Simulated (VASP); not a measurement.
Write the native input for VASP 6.6.1 that does the following.

| Item | Value |
| --- | --- |
| Task | single point |
| Functional | HSE06 |
| Potentials or basis | VASP PAW PBE potentials, release 64 (Li_sv, H) |
| Cutoff | 520 eV |
| k mesh | 8 × 8 × 8 |
| Occupations | gaussian, width 0.01 eV |
| Spin | no spin polarisation |
| Dipole correction | no |
| Grid for exact exchange (PRECFOCK) | Normal |
| Further INCAR settings | ALGO = Normal; EDIFF = 1e-07; NBANDS = 9 |
| Screening parameter | 0.2079 1/Å |

LiH:

```
Li H
1.0
     0.00000    2.14512    2.21613
     2.14512    0.00000    2.21613
     2.14512    2.14512    0.00000
Li H
1 1
Direct
  0.00000 0.00000 0.00000
  0.25000 0.25000 0.25000
```

This cell differs from its parent crystal: uniaxial z strain +3.3%.

These files were run (other wordings do the same):

POSCAR

```
LiH
1.0
    0.0000000000      2.1451220099      2.2161255484
    2.1451220099      0.0000000000      2.2161255484
    2.1451220099      2.1451220099      0.0000000000
Li H
1 1
Direct
    0.0000000000      0.0000000000      0.0000000000
    0.2500000000      0.2500000000      0.2500000000
```

INCAR.step1

```
PREC     = Accurate       # precision mode
ENCUT    = 520            # plane-wave cutoff, eV
EDIFF    = 1E-5           # SCF threshold, eV
ISMEAR   = 0              # smearing method
SIGMA    = 0.01           # smearing width, eV
LREAL    = False          # projectors in reciprocal space
LASPH    = True           # aspherical terms in the spheres
NELM     = 80             # most SCF steps
ALGO     = Normal         # electronic algorithm
ISIF     = 2              # what is computed and relaxed
LWAVE    = True           # write WAVECAR
LCHARG   = False          # write CHGCAR
GGA      = PE             # functional
NBANDS   = 9              # bands
```

INCAR.step2

```
PREC     = Accurate       # precision mode
ENCUT    = 520            # plane-wave cutoff, eV
EDIFF    = 1E-7           # SCF threshold, eV
ISMEAR   = 0              # smearing method
SIGMA    = 0.01           # smearing width, eV
LREAL    = False          # projectors in reciprocal space
LASPH    = True           # aspherical terms in the spheres
NELM     = 80             # most SCF steps
ALGO     = Normal         # electronic algorithm
ISIF     = 2              # what is computed and relaxed
LWAVE    = False          # write WAVECAR
LCHARG   = False          # write CHGCAR
GGA      = PE             # functional
LHFCALC  = True           # exact exchange
HFSCREEN = 0.2079         # screening, 1/A
PRECFOCK = Normal       
ISTART   = 1            
NBANDS   = 9              # bands
```

KPOINTS

```
Automatic mesh
0
Gamma
  8 8 8
```

Potentials or basis: VASP PAW PBE potentials, release 64 (Li_sv, H).

The run is started by

```sh
$ cat potpaw_PBE.64/Li_sv/POTCAR potpaw_PBE.64/H/POTCAR > POTCAR
$ cp INCAR.step1 INCAR
$ mpirun -np 1 vasp_std > vasp.out
$ cp INCAR.step2 INCAR
$ mpirun -np 1 vasp_std > vasp.out
```

It gave:

| Item | Value |
| --- | --- |
| Band gap on the k mesh | 5.13 eV, indirect (least direct gap 6.33 eV) |

Caveat: the cell differs from its parent crystal (uniaxial z strain +3.3%).

Run time: 24 min on 1 thread of AMD EPYC 7R43 64-Core Processor (Zen 3) (shared host), peak memory 0.22 GiB.
